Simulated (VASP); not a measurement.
Runs of VASP 6.6.1 on LiF (Griceite). The structure is that of space group Fm-3m (No. 225), or close to it. The cells are those of the table. 

| cell | gap on the mesh (eV) |
| --- | --- |
| a = 2.778 Å, angles 60.0°, 2 atoms | (a) |
| a = 2.864 Å, angles 60.0°, 2 atoms | 11.23 |
| a = 2.892 Å, angles 60.0°, 2 atoms | 10.96 |
| a = 2.808 Å, angles 60.0°, 2 atoms | 11.81 |

Alike in all rows: task single point; level HSE06; potentials or basis VASP PAW PBE potentials, release 64 (Li_sv, F); no spin polarisation; k mesh 6 × 6 × 6; cutoff (eV) 520; smearing gaussian 0.02 eV.

**Question.** Fill in the values left out.

**Answer.** (a) 12.13.

Caveats: all runs use coarse meshes.

